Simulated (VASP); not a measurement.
Runs of VASP 6.6.1 on TaH. The structure is that of space group P6/mmm (No. 191), or close to it. The cells are those of the table. 

```tsv
task	cell	k mesh	cutoff (eV)	gap on the mesh (eV)	pressure (GPa)	relaxed volume (Å³/atom)
single point	a = 2.851, b = 2.851, c = 3.715 Å, angles 90.0, 90.0, 120.0°, 2 atoms	9 × 9 × 4	520	none	0.1	-
single point	a = 2.879, b = 2.879, c = 3.655 Å, angles 90.0, 90.0, 120.0°, 2 atoms	24 × 24 × 16	520	none	0.0	-
relaxation of cell and atoms	relaxed from a = 2.643, b = 2.643, c = 4.141 Å, angles 90.0, 90.0, 120.0°, 2 atoms	9 × 9 × 4	600	none	-0.2	13.12
relaxation of cell and atoms	relaxed from a = 2.868, b = 2.868, c = 3.676 Å, angles 90.0, 90.0, 120.0°, 2 atoms	24 × 24 × 16	600	none	-0.1	(a)
```

Alike in all rows: level PBE; potentials or basis VASP PAW PBE potentials, release 64 (Ta_pv, H); no spin polarisation; smearing gaussian 0.1 eV.

Task: Estimate the missing entries.

Result: (a) 13.13.

Caveats: some runs use coarse meshes; spin-orbit coupling is left out, which moves the levels of the heavy elements.

A k mesh can miss the band edges, and the runs leave out spin-orbit coupling on Ta.

A gap of «none» marks levels without a gap at the run's occupations.
